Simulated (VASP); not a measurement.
# Zr3B (Pm-3n) in VASP: further runs

The runs below take Zr3B through single point, relaxation of cell and atoms, with PBE.

Program: VASP 6.6.1. These are calculated values, not measurements. Logs are shortened: lines on timing, memory, paths and dates and some standing lists are left out, and cuts for length are marked.

**1. The cell of the first run**

The structure is cubic, space group Pm-3n (No. 223). The conventional cell has a = 5.269 Å, b = 5.269 Å, c = 5.269 Å, α = 90.00°, β = 90.00°, γ = 90.00°. Zr (site symmetry -4m2) has 10 Zr at 2.63 to 3.23 Å and 4 B at 2.95 Å within 3.5 Å. Within 3.9 Å of B (site symmetry m-3) lie 12 Zr at 2.95 Å.

**2. Single point, PBE**

The input, INCAR:

```
SYSTEM = Zr3B
ALGO     = Normal         ! electronic algorithm
EDIFF    = 1E-6           ! SCF threshold, eV
ENCUT    = 520            ! plane-wave cutoff, eV
GGA      = PE             ! functional
ISIF     = 2              ! what is computed and relaxed
ISMEAR   = 0              ! smearing method
LASPH    = .True.         ! aspherical terms in the spheres
LCHARG   = .True.         ! write CHGCAR
LELF     = .True.         ! ELF
LREAL    = .False.        ! projectors in reciprocal space
LVHAR    = .True.       
LWAVE    = .False.        ! write WAVECAR
NBANDS   = 49             ! bands
NELM     = 100            ! most SCF steps
PREC     = Accurate       ! precision mode
SIGMA    = 0.1            ! smearing width, eV
```

The input, KPOINTS:

```
k-points
0
Gamma
  4 4 4
  0 0 0
```

The input, POSCAR:

```
Zr3B
1.0
    5.2689427734      0.0000000000      0.0000000000
    0.0000000000      5.2689427734      0.0000000000
    0.0000000000      0.0000000000      5.2689427734
Zr B
6 2
Direct
    0.2500000000      0.0000000000      0.5000000000
    0.5000000000      0.7500000000      0.0000000000
    0.7500000000      0.0000000000      0.5000000000
    0.5000000000      0.2500000000      0.0000000000
    0.0000000000      0.5000000000      0.7500000000
    0.0000000000      0.5000000000      0.2500000000
    0.0000000000      0.0000000000      0.0000000000
    0.5000000000      0.5000000000      0.5000000000
```

Potentials or basis: VASP PAW PBE potentials, release 64 (Zr_sv, B).

Launch:

```console
$ cat potpaw_PBE.64/Zr_sv/POTCAR potpaw_PBE.64/B/POTCAR > POTCAR
$ mpirun -np 1 vasp_std > vasp.out
```

OUTCAR:

```text
SYSTEM = Zr3B
   EDIFF = 1E-6
   ENCUT = 520
   GGA = PE
   ISIF = 2
   ISMEAR = 0
   LASPH = .True.
   LREAL = .False.
   NELM = 100
   PREC = Accurate

 ion  position               nearest neighbor table
   1  0.250  0.000  0.500-   3 2.63   3 2.63   8 2.95   7 2.95   8 2.95   7 2.95   4 3.23   2 3.23
                             4 3.23   5 3.23   5 3.23   6 3.23   6 3.23   2 3.23
   2  0.500  0.750  0.000-   4 2.63   4 2.63   8 2.95   8 2.95   7 2.95   7 2.95   1 3.23   1 3.23
                             3 3.23   5 3.23   6 3.23   5 3.23   6 3.23   3 3.23
   3  0.750  0.000  0.500-   1 2.63   1 2.63   8 2.95   7 2.95   8 2.95   7 2.95   4 3.23   2 3.23
                             4 3.23   5 3.23   5 3.23   6 3.23   6 3.23   2 3.23
   4  0.500  0.250  0.000-   2 2.63   2 2.63   8 2.95   8 2.95   7 2.95   7 2.95   3 3.23   1 3.23
                             3 3.23   5 3.23   6 3.23   5 3.23   6 3.23   1 3.23
   5  0.000  0.500  0.750-   6 2.63   6 2.63   8 2.95   7 2.95   7 2.95   8 2.95   3 3.23   4 3.23
                             1 3.23   3 3.23   1 3.23   2 3.23   4 3.23   2 3.23
   6  0.000  0.500  0.250-   5 2.63   5 2.63   8 2.95   7 2.95   7 2.95   8 2.95   3 3.23   4 3.23
                             1 3.23   3 3.23   1 3.23   2 3.23   4 3.23   2 3.23
   7  0.000  0.000  0.000-   1 2.95   2 2.95   3 2.95   4 2.95   5 2.95   6 2.95   1 2.95   3 2.95
                             5 2.95   6 2.95   2 2.95   4 2.95
   8  0.500  0.500  0.500-   1 2.95   2 2.95   3 2.95   4 2.95   5 2.95   6 2.95   2 2.95   4 2.95
                             1 2.95   3 2.95   5 2.95   6 2.95

  LATTYP: Found a simple cubic cell.
 ALAT       =     5.2689427734

  Lattice vectors:

 A1 = (   5.2689427734,   0.0000000000,   0.0000000000)
 A2 = (   0.0000000000,   5.2689427734,   0.0000000000)
 A3 = (   0.0000000000,   0.0000000000,   5.2689427734)

Analysis of symmetry for initial positions (statically):
=====================================================================
 Subroutine PRICEL returns:
 Original cell was already a primitive cell.

 Routine SETGRP: Setting up the symmetry group for a
 simple cubic supercell.

 Subroutine GETGRP returns: Found 48 space group operations
 (whereof 24 operations were pure point group operations)
 out of a pool of 48 trial point group operations.

The static configuration has the point symmetry T_h .
 The point group associated with its full space group is O_h .

Analysis of symmetry for dynamics (positions and initial velocities):
=====================================================================
 Subroutine PRICEL returns:
 Original cell was already a primitive cell.

 Routine SETGRP: Setting up the symmetry group for a
 simple cubic supercell.

[... 111 lines left out ...]
   TEBEG  =    0.0;   TEEND  =   0.0 temperature during run
   PSTRESS=    0.0 pullay stress
   NELECT =      78.0000    total number of electrons
   NUPDOWN=      -1.0000    fix difference up-down
   EMIN   =  10.00;   EMAX   =-10.00  energy-range for DOS
   EFERMI =   0.00;   METHOD = LEGACY
   ISMEAR =     0;   SIGMA  =   0.10  broadening in eV -4-tet -1-fermi 0-gaus
   EFERMI_NEDOS =   21; number of points for ismear=-14 and -15
   IALGO  =     38    algorithm
   IMIX   =      4    mixing-type and parameters
     AMIX     =   0.40;   BMIX     =  1.00
     AMIX_MAG =   1.60;   BMIX_MAG =  1.00
  volume/ion in A,a.u.               =      18.28       123.39
  Fermi-wavevector in a.u.,A,eV,Ry     =   1.327546  2.508698 23.978610  1.762378
  Thomas-Fermi vector in A             =   2.456850
   LORBIT       =      0    0 simple, 1 ext, 2 COOP (PROOUT), +10 PAW based schemes
   GGA     = PE    functional components
   LHFCALC =     F    Hartree Fock is set to
   AEXX    =    0.0000 exact exchange contribution
   IVDW    =     0    specifies the selected vdW correction
   LEPSILON=     F    determine dielectric tensor
   LRPA    =     F    only Hartree local field effects (RPA)
 non-spin polarized calculation
 Gauss-broadening in eV      SIGMA  =   0.10
  energy-cutoff  :      520.00
  volume of cell :      146.28
 maximum number of plane-waves:      3952
 NGX is ok and might be reduce to    40
   NGX = 19   NGY = 19   NGZ = 19

 number of electron      78.0000003 magnetization

 Free energy of the ion-electron system (eV)
  ---------------------------------------------------
  ext. energy  EPLUGINS =         0.00000000
  ---------------------------------------------------
  free energy    TOTEN  =       -62.56854416 eV

  energy without entropy =      -62.51581355  energy(sigma->0) =      -62.54217885

 E-fermi :   9.1881     XC(G=0): -11.4164

 val. band max:        9.1166697457   @ k =   0.5000   0.2500   0.0000
 cond. band min:       9.2047292941   @ k =   0.2500   0.0000   0.0000
 fundamental gap:      0.0880595484
 Fermi energy:         9.1881164932

 k-point     1 :       0.0000    0.0000    0.0000
  band No.  band energies     occupation
      1     -39.4518      2.00000
      2     -39.3197      2.00000
      3     -39.3197      2.00000
      4     -38.9776      2.00000
      5     -38.9776      2.00000
      6     -38.9776      2.00000
[... 509 lines left out ...]
     48      10.2637      0.00000
     49      12.7098      0.00000

------------------------ aborting loop because EDIFF is reached ----------------------------------------

  FORCE on cell =-STRESS in cart. coord.  units (eV):
  Direction    XX          YY          ZZ          XY          YZ          ZX
  --------------------------------------------------------------------------------------
  -------------------------------------------------------------------------------------
  Total        0.3016794      0.3016794      0.3016794      0.0000000     -0.0000000     -0.0000000
  in kB        3.3043480      3.3043480      3.3043480      0.0000000     -0.0000000     -0.0000000
  external PRESSURE =       3.3043480 kB  Pullay stress =       0.0000000 kB

 VOLUME and BASIS-vectors are now :
 -----------------------------------------------------------------------------
  energy-cutoff  :      520.00
  volume of cell :      146.28
      direct lattice vectors                 reciprocal lattice vectors
     5.268942773  0.000000000  0.000000000     0.189791395  0.000000000  0.000000000
     0.000000000  5.268942773  0.000000000     0.000000000  0.189791395  0.000000000
     0.000000000  0.000000000  5.268942773     0.000000000  0.000000000  0.189791395

 POSITION                                       TOTAL-FORCE (eV/Angst)
 -----------------------------------------------------------------------------------
      1.31724      0.00000      2.63447        -0.000000     -0.000000     -0.000000
      2.63447      3.95171      0.00000        -0.000000     -0.000000     -0.000000
      3.95171      0.00000      2.63447         0.000000      0.000000      0.000000
      2.63447      1.31724      0.00000        -0.000000      0.000000     -0.000000
      0.00000      2.63447      3.95171        -0.000000      0.000000      0.000000
      0.00000      2.63447      1.31724         0.000000     -0.000000     -0.000000
      0.00000      0.00000      0.00000         0.000000      0.000000      0.000000
      2.63447      2.63447      2.63447         0.000000      0.000000      0.000000
 -----------------------------------------------------------------------------------
    total drift:                                0.000000     -0.000000      0.000000

  FREE ENERGIE OF THE ION-ELECTRON SYSTEM (eV)
  ---------------------------------------------------
  free  energy   TOTEN  =       -62.5685441556 eV

  energy  without entropy=      -62.5158135533  energy(sigma->0) =      -62.54217885
```

OSZICAR:

```text
N       E                     dE             d eps       ncg     rms          rms(c)
DAV:   1     0.813079428251E+03    0.81308E+03   -0.41230E+04   980   0.160E+03
DAV:   2     0.146231349862E+02   -0.79846E+03   -0.77666E+03  1070   0.474E+02
DAV:   3    -0.581526299569E+02   -0.72776E+02   -0.69265E+02  1512   0.105E+02
DAV:   4    -0.650499963251E+02   -0.68974E+01   -0.68086E+01  1464   0.285E+01
DAV:   5    -0.654828241873E+02   -0.43283E+00   -0.43235E+00  1368   0.581E+00    0.324E+01
DAV:   6    -0.626877112510E+02    0.27951E+01   -0.13193E+01  1165   0.121E+01    0.142E+01
DAV:   7    -0.625502827130E+02    0.13743E+00   -0.18825E+00  1367   0.507E+00    0.485E+00
DAV:   8    -0.625616922878E+02   -0.11410E-01   -0.13674E-01  1286   0.188E+00    0.111E+00
DAV:   9    -0.625679261860E+02   -0.62339E-02   -0.25250E-02  1320   0.774E-01    0.397E-01
DAV:  10    -0.625685747875E+02   -0.64860E-03   -0.43704E-03  1216   0.364E-01    0.420E-02
DAV:  11    -0.625685467633E+02    0.28024E-04   -0.14360E-04  1416   0.621E-02    0.152E-02
DAV:  12    -0.625685444592E+02    0.23041E-05   -0.14002E-05  1280   0.219E-02    0.676E-03
DAV:  13    -0.625685441556E+02    0.30366E-06   -0.51995E-07   712   0.328E-03
   1 F= -.62568544E+02 E0= -.62542179E+02  d E =-.527306E-01
```

stdout:

```text
POSCAR found type information on POSCAR ZrB
 POSCAR found :  2 types and       8 ions
 scaLAPACK will be used
 LDA part: xc-table for (Slater+PW92), standard interpolation
 POSCAR, INCAR and KPOINTS ok, starting setup
 FFT: planning ... GRIDC
 FFT: planning ... GRID_SOFT
 FFT: planning ... GRID
 WAVECAR not read
 entering main loop
```

Wall time 60 s (1 thread of Intel Xeon Platinum 8488C (Sapphire Rapids), shared host); peak memory 0.25 GiB.

What came out:

| Property | Result |
| --- | --- |
| Free energy | -62.5685 eV |
| Pressure | 0.3 GPa |
| Band gap on the k mesh | zero (band 39 reaches 10.04 eV, above the bottom of band 40 at 8.75 eV) |

Levels at points of the mesh, in eV from the Fermi level:
```
           k point  band 37  band 38  band 39  band 40  band 41  band 42
(0.00, 0.00, 0.00)    -1.19    -1.19    -0.81     0.07     0.07     0.07
(0.50, 0.00, 0.00)    -0.57    -0.57    -0.44    -0.44    -0.24    -0.24
(0.50, 0.50, 0.00)    -1.13    -0.09     0.68     0.92     0.92     0.96
(0.50, 0.50, 0.50)    -0.99    -0.99     0.85     0.85     0.85     0.85
```

**3. Relaxation of cell and atoms, PBE**

This run uses another cell than the first one, of 13.01 Å³/atom, 0.712 times its volume.

The input, INCAR:

```
ALGO     = Fast           # electronic algorithm
EDIFF    = 1E-6           # SCF threshold, eV
EDIFFG   = -0.04          # ionic threshold
ENCUT    = 600            # plane-wave cutoff, eV
GGA      = PE             # functional
IBRION   = 2              # ionic algorithm
ISIF     = 3              # what is computed and relaxed
ISMEAR   = 0              # smearing method
LASPH    = True           # aspherical terms in the spheres
LCHARG   = False          # write CHGCAR
LREAL    = False          # projectors in reciprocal space
LWAVE    = False          # write WAVECAR
NELM     = 80             # most SCF steps
NSW      = 90             # ionic steps
PREC     = Accurate       # precision mode
SIGMA    = 0.1            # smearing width, eV
```

The input, KPOINTS:

```
k-points
0
Gamma
  4 4 4
```

POSCAR, as its differences from that of step 2:

```diff
@@ -2,5 +2,5 @@
 1.0
-    5.2689427734      0.0000000000      0.0000000000
-    0.0000000000      5.2689427734      0.0000000000
-    0.0000000000      0.0000000000      5.2689427734
+    4.7041127800      0.0000000000      0.0000000000
+    0.0000000000      4.7041127800      0.0000000000
+    0.0000000000      0.0000000000      4.7041127800
 Zr B
```

Potentials or basis: VASP PAW PBE potentials, release 64 (Zr_sv, B).

Launch:

```console
$ cat potpaw_PBE.64/Zr_sv/POTCAR potpaw_PBE.64/B/POTCAR > POTCAR
$ mpirun -np 1 vasp_std > vasp.out
```

Run time: 23 min. Hardware: 1 thread of Intel Xeon Platinum 8488C (Sapphire Rapids), shared host; peak memory 0.27 GiB.

The run converged. Its results:

```
Free energy                            : -62.5471 eV
Relaxed volume                         : 18.33 Å³/atom
Relaxed cell                           : a = 5.274 Å, b = 5.274 Å, c = 5.274 Å, α = 90.00°, β = 90.00°, γ = 90.00°
Space group after relaxing (to 0.05 Å) : Pm-3n (No. 223)
Energy gained by relaxing              : 950.1 meV/atom
Ionic steps                            : 7
Pressure after relaxing                : 0.1 GPa
Band gap on the k mesh                 : zero (band 39 reaches 10.01 eV, above the bottom of band 40 at 8.72 eV)
```

The path:
```csv
step,energy change (eV),largest force (eV/Å),pressure (GPa),volume (Å³)
1,0.0000,0.0000,75.69,104.10
2,88.1144,0.0000,-9.89,226.88
3,-2.6954,0.0000,-16.64,194.08
4,-6.9525,0.0000,-10.34,164.04
5,-7.4635,0.0000,6.34,139.54
6,-7.5991,0.0000,-0.68,147.64
7,-7.6010,0.0000,0.07,146.67
```

Final structure:
```yaml
crystal:
  lattice:
    - [5.27368, 0.00000, 0.00000]
    - [0.00000, 5.27368, 0.00000]
    - [0.00000, 0.00000, 5.27368]
  atoms:
    - { symbol: Zr, position: [0.25000, 0.00000, 0.50000] }
    - { symbol: Zr, position: [0.50000, 0.75000, 0.00000] }
    - { symbol: Zr, position: [0.75000, 0.00000, 0.50000] }
    - { symbol: Zr, position: [0.50000, 0.25000, 0.00000] }
    - { symbol: Zr, position: [0.00000, 0.50000, 0.75000] }
    - { symbol: Zr, position: [0.00000, 0.50000, 0.25000] }
    - { symbol: B, position: [0.00000, 0.00000, 0.00000] }
    - { symbol: B, position: [0.50000, 0.50000, 0.50000] }
```

Levels at points of the mesh, in eV from the Fermi level:
```csv
k point,band 36,band 37,band 38,band 39,band 40,band 41,band 42,band 43
"(0.00, 0.00, 0.00)",-1.19,-1.19,-1.19,-0.81,0.07,0.07,0.07,0.67
"(0.50, 0.00, 0.00)",-0.82,-0.56,-0.56,-0.43,-0.43,-0.24,-0.24,0.38
"(0.50, 0.50, 0.00)",-1.15,-1.13,-0.09,0.68,0.92,0.92,0.96,0.96
"(0.50, 0.50, 0.50)",-0.99,-0.99,-0.99,0.85,0.85,0.85,0.85,1.07
```

Caveat: the volume moved by over 15 % at a fixed basis, so the end points are rough.

**4. Single point, PBE**

The input, INCAR:

```
ALGO = Fast
EDIFF = 1E-7
ENCUT = 520
GGA = PE
ISIF = 2
ISMEAR = 0
LASPH = T
LCHARG = F
LREAL = F
LWAVE = F
NBANDS = 49
NELM = 80
PREC = Accurate
SIGMA = 0.1
```

The input, KPOINTS:

```
k-points
0
Gamma
  8 8 8
```

POSCAR, as its differences from that of step 3:

```diff
@@ -2,5 +2,5 @@
 1.0
-    4.7041127800      0.0000000000      0.0000000000
-    0.0000000000      4.7041127800      0.0000000000
-    0.0000000000      0.0000000000      4.7041127800
+    5.2710425772      0.0000000000      0.0000000000
+    0.0000000000      5.2710425772      0.0000000000
+    0.0000000000      0.0000000000      5.2710425772
 Zr B
```

Launch:

```console
$ cat potpaw_PBE.64/Zr_sv/POTCAR potpaw_PBE.64/B/POTCAR > POTCAR
$ mpirun -np 1 vasp_std > vasp.out
```

It took 11 min on 1 thread of Intel Xeon Platinum 8488C (Sapphire Rapids), shared host; peak memory 0.36 GiB.

Results (log left out):

```yaml
Free_energy: -62.5310 eV
Pressure: 0.1 GPa
Band_gap_on_the_k_mesh: zero (band 39 reaches 10.01 eV, above the bottom of band 40 at 8.74 eV)
```

Levels at points of the mesh, in eV from the Fermi level:
```
           k point  band 36  band 37  band 38  band 39  band 40  band 41  band 42  band 43
(0.00, 0.00, 0.00)    -1.16    -1.16    -1.16    -0.77     0.10     0.10     0.10     0.69
(0.50, 0.00, 0.00)    -0.80    -0.55    -0.55    -0.41    -0.41    -0.21    -0.21     0.40
(0.50, 0.50, 0.00)    -1.15    -1.11    -0.07     0.70     0.94     0.94     0.99     0.99
(0.50, 0.50, 0.50)    -0.97    -0.97    -0.97     0.87     0.87     0.87     0.87     1.09
```

**5. Summary**

```tsv
task	cell	k mesh	cutoff (eV)	gap on the mesh (eV)	pressure (GPa)
single point	a = 5.269 Å, 8 atoms	4 × 4 × 4	520	none	0.3
relaxation of cell and atoms	relaxed from a = 4.704 Å, 8 atoms	4 × 4 × 4	600	none	0.1
single point	a = 5.271 Å, 8 atoms	8 × 8 × 8	520	none	0.1
```

Alike in all rows: level PBE; potentials or basis VASP PAW PBE potentials, release 64 (Zr_sv, B); no spin polarisation; smearing gaussian 0.1 eV.

Caveats: the volume moved by over 15 % at a fixed basis, so the end points are rough (some runs).

Absolute energies hang on the potentials; compare differences alone.
